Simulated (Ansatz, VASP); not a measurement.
**Two plane-wave programs on IrRh2**

```xyz
3
Lattice="4.3362 0.0000 0.0000 -2.1681 3.7553 0.0000 0.0000 0.0000 2.6689" Properties=species:S:1:pos:R:3 pbc="T T T"
Ir    0.0000    0.0000    0.0000
Rh    0.0000    2.5035    1.3344
Rh    2.1681    1.2518    1.3344
```

Alike in both runs: functional PBE; k mesh 12 × 12 × 18; occupations gaussian, width 0.1 eV; no spin polarisation.

Ansatz relaxed the structure, and its values are those at the end. VASP's run is a single point on that final structure, the one shown.

```csv
,VASP,Ansatz
version,VASP 6.6.1,Ansatz 0.2.0
potentials or method,"VASP PAW PBE potentials, release 64 (Ir, Rh_pv), cutoff 520 eV","scalar-relativistic, plane waves, PAW"
valence electrons in the cell,39,51
```

Ansatz gave:

| Quantity | Value |
| --- | --- |
| gap on the k mesh at the Fermi level (eV) | none |
| pressure (GPa) | 0.0 |

Q: Which values does VASP return?

A: gap on the k mesh at the Fermi level (eV): none; pressure (GPa): 0.2.

A gap of «none» marks a metal or a gap that the smearing closes. VASP's potentials hold 39 valence electrons a cell and Ansatz's 51, so a difference there can come from the potentials and not from the codes.

Neither program's run includes spin-orbit coupling.
